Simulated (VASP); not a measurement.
Write the native input for VASP 6.6.1 that does the following.

| Property | Result |
| --- | --- |
| Task | single point |
| Functional | PBEsol |
| Potentials or basis | VASP PAW PBE potentials, release 64 (Pd) |
| Cutoff | 520 eV |
| k mesh | 23 × 23 × 23 |
| Occupations | fermi-dirac, width 0.1 eV |
| Spin | no spin polarisation |
| Dipole correction | no |
| Further INCAR settings | ALGO = Normal; EDIFF = 1e-06; NBANDS = 11 |

The structure of Pd lies in POSCAR:

```
Pd
1.0
    0.0000000000      1.8862078003      1.8862078003
    1.8862078003      0.0000000000      1.8862078003
    1.8862078003      1.8862078003      0.0000000000
Pd
1
Direct
    0.0000000000      0.0000000000      0.0000000000
```

This cell differs from its parent crystal: volume scaled by 0.92.

These files were run (other wordings do the same):

INCAR

```
  ALGO = Normal
  EDIFF = 1E-6
  ENCUT = 520
  GGA = PS
  ISIF = 2
  ISMEAR = -1
  LASPH = True
  LCHARG = True
  LELF = True
  LREAL = False
  LVHAR = True
  LWAVE = False
  NBANDS = 11
  NELM = 60
  PREC = Accurate
  SIGMA = 0.1
```

KPOINTS

```
k-points
0
Gamma
  23 23 23
```

Potentials or basis: VASP PAW PBE potentials, release 64 (Pd).

Command:

```sh
$ cat potpaw_PBE.64/Pd/POTCAR > POTCAR
$ mpirun -np 1 vasp_std > vasp.out
```

Results of the run:

```
Pressure               : 20.4 GPa
Band gap on the k mesh : zero (band 5 reaches 11.65 eV, above the bottom of band 6 at 9.80 eV)
```

Caveat: the PAW data sets were made with another functional, which shifts forces and pressure a little.

Wall time 45 s on 1 thread of Intel(R) Xeon(R) Platinum 8259CL CPU @ 2.50GHz (Skylake/Cascade Lake), with other jobs on the host, peak memory 0.17 GiB.
